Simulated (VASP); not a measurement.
Sn:

```
CELL_PARAMETERS angstrom
-1.89465 1.89465 1.89465
1.89465 -1.89465 1.89465
1.89465 1.89465 -1.89465
ATOMIC_POSITIONS crystal
Sn 0.00000 0.00000 0.00000
```

| Property | Result |
| --- | --- |
| Program | VASP 6.6.1 |
| Task | relaxation of cell and atoms |
| Functional | LDA |
| Potentials or basis | VASP PAW LDA potentials, release 64 (Sn_d) |
| Cutoff | 600 eV |
| k mesh | 12 × 12 × 12 |
| Occupations | methfessel-paxton, width 0.1 eV |
| Spin | no spin polarisation |

At the start: pressure -3.4 GPa; volume 27.20 Å³/atom.

Q: How do energy, volume and symmetry change on relaxing?

A: Over 4 steps the energy falls by 21.8 meV/atom and the volume is 25.41 Å³/atom (-6.6 %); space group Im-3m (No. 229, to 0.05 Å).

The path:
| step | energy change (eV) | largest force (eV/Å) | pressure (GPa) | volume (Å³) |
| --- | --- | --- | --- | --- |
| 1 | 0.0000 | 0.0000 | -3.44 | 27.20 |
| 2 | -0.0204 | 0.0000 | 1.06 | 24.97 |
| 3 | -0.0218 | 0.0000 | 0.08 | 25.37 |
| 4 | -0.0218 | 0.0000 | -0.04 | 25.41 |

Final structure:
```
Sn
1.0
    -1.85199    1.85199    1.85199
     1.85199   -1.85199    1.85199
     1.85199    1.85199   -1.85199
Sn
1
Direct
  0.00000 0.00000 0.00000
```
